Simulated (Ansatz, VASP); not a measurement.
# RbIr in VASP and in Ansatz

INCAR

```
ALGO = Normal
EDIFF = 1E-6
ENCUT = 520
GGA = PE
GGA_COMPAT = F
ISIF = 2
ISMEAR = -1
LASPH = T
LCHARG = F
LMAXMIX = 4
LORBIT = 11
LORBMOM = T
LREAL = F
LSORBIT = T
LWAVE = F
MAGMOM = 0 0 0 0 0 0
NBANDS = 30
NELM = 150
PREC = Accurate
SIGMA = 0.05
```

KPOINTS

```
k-points
0
Gamma
  9 9 9
```

The input POSCAR:

```
RbIr
1.0
    3.8079190921      0.0000000000      0.0000000000
    0.0000000000      3.8079190921      0.0000000000
    0.0000000000      0.0000000000      3.8079190921
Rb Ir
1 1
Direct
    0.0000000000      0.0000000000      0.0000000000
    0.5000000000      0.5000000000      0.5000000000
```

Input for Ansatz:

```yaml
crystal:
  lattice:
    - [3.8079190921, 0.0, 0.0]
    - [0.0, 3.8079190921, 0.0]
    - [0.0, 0.0, 3.8079190921]
  atoms:
    - { symbol: Rb, position: [0.0, 0.0, 0.0] }
    - { symbol: Ir, position: [0.5, 0.5, 0.5] }
kpoints:
  mp_grid: { grid: [9, 9, 9] }
  band_path:
    path:
      - [0.0, 0.0, 0.0]
      - [0.0, 0.5, 0.0]
      - [0.5, 0.5, 0.0]
      - [0.0, 0.0, 0.0]
      - [0.5, 0.5, 0.5]
      - [0.0, 0.5, 0.0]
      - [0.5, 0.5, 0.5]
      - [0.5, 0.5, 0.0]
    npoints: 8
scf:
  occupations: { method: fermi_dirac, width: 0.05 }
hamiltonian:
  xc: pbe
  pseudopotentials: { kind: all_electron, lapw: { basis_error: 0.0005 } }
output:
  forces: true
  stress: true
  eigenvalues: true
magnetization:
  noncollinear: true
  spin_orbit: true
```

Alike in both runs: task single point; functional PBE; k mesh 9 × 9 × 9; occupations fermi-dirac, width 0.05 eV; non-collinear spin, spin-orbit coupling.

|  | VASP | Ansatz |
| --- | --- | --- |
| version | VASP 6.6.1 | Ansatz 0.2.0 |
| potentials or method | VASP PAW PBE potentials, release 64 (Rb_sv, Ir), cutoff 520 eV | all-electron LAPW |

```tsv
	VASP	Ansatz	Ansatz less VASP
pressure (GPa)	1.3	1.2	-0.10
```

Ansatz ran all-electron here, and VASP with PAW potentials.
